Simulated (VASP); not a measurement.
Write the native input for VASP 6.6.1 that does the following.

```yaml
Task: single point
Functional: LDA
Potentials_or_basis: VASP PAW LDA potentials, release 64 (Pt)
Cutoff: 520 eV
k_mesh: 20 × 20 × 20
Occupations: gaussian, width 0.15 eV
Spin: no spin polarisation
Dipole_correction: no
Further_INCAR_settings: ALGO = Fast; EDIFF = 1e-07; NBANDS = 11
```

The structure of Pt lies in POSCAR:

```
Pt
1.0
    0.0000000000      1.9857026342      1.9857026342
    1.9857026342      0.0000000000      1.9857026342
    1.9857026342      1.9857026342      0.0000000000
Pt
1
Direct
    0.0000000000      0.0000000000      0.0000000000
```

These files were run (other wordings do the same):

INCAR

```
PREC     = Accurate       # precision mode
ENCUT    = 520            # plane-wave cutoff, eV
EDIFF    = 1E-7           # SCF threshold, eV
ISMEAR   = 0              # smearing method
SIGMA    = 0.15           # smearing width, eV
LREAL    = F              # projectors in reciprocal space
LASPH    = T              # aspherical terms in the spheres
NELM     = 100            # most SCF steps
ALGO     = Fast           # electronic algorithm
ISIF     = 2              # what is computed and relaxed
LWAVE    = F              # write WAVECAR
LCHARG   = F              # write CHGCAR
GGA      = CA             # functional
NBANDS   = 11             # bands
```

KPOINTS

```
regular mesh
0
Gamma
  20 20 20
```

Potentials or basis: VASP PAW LDA potentials, release 64 (Pt).

Launch:

```sh
$ cat potpaw_LDA.64/Pt/POTCAR > POTCAR
$ mpirun -np 1 vasp_std > vasp.out
```

Results of the run:

```yaml
Pressure: -14.8 GPa
Band_gap_on_the_k_mesh: zero (band 5 reaches 10.87 eV, above the bottom of band 6 at 8.79 eV)
```

Caveat: spin-orbit coupling is left out, which moves the levels of the heavy elements.

Wall time 35 s on 1 thread of AMD EPYC 9R45 96-Core Processor (Zen 5), on a shared host, peak memory 0.13 GiB.
